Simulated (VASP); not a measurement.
## Cu: single point with r2SCAN+D4

The system is Cu.

```
Cu
1.0
     0.00000    1.83129    1.83129
     1.83129    0.00000    1.83129
     1.83129    1.83129    0.00000
Cu
1
Direct
  0.00000 0.00000 0.00000
```

* Program: VASP 6.6.1
* Task: single point
* Functional: r2SCAN
* Dispersion: D4
* Potentials or basis: VASP PAW PBE potentials, release 64 (Cu)
* Cutoff: 660 eV
* k mesh: 13 × 13 × 13
* Occupations: fermi-dirac, width 0.05 eV
* Spin: no spin polarisation

```
Pressure                   : -11.4 GPa
Band gap on the k mesh     : zero (an odd number of electrons rules out a gap without spin polarisation)
Dispersion energy per atom : -0.187 eV
```

Levels at points of the mesh, in eV from the Fermi level:
```tsv
k point	band 2	band 3	band 4	band 5	band 6	band 7	band 8	band 9	band 10	band 11
(0.00, 0.00, 0.00)	-3.19	-3.19	-3.19	-2.43	-2.43	22.88	25.60	25.60	25.60	27.96
```

Wall time 24 s on 1 thread of Intel(R) Xeon(R) 6975P-C (Granite Rapids), on a shared host, peak memory 0.15 GiB.

Caveat: the cell stands under tension; the PAW data sets were made with another functional, which shifts forces and pressure a little.
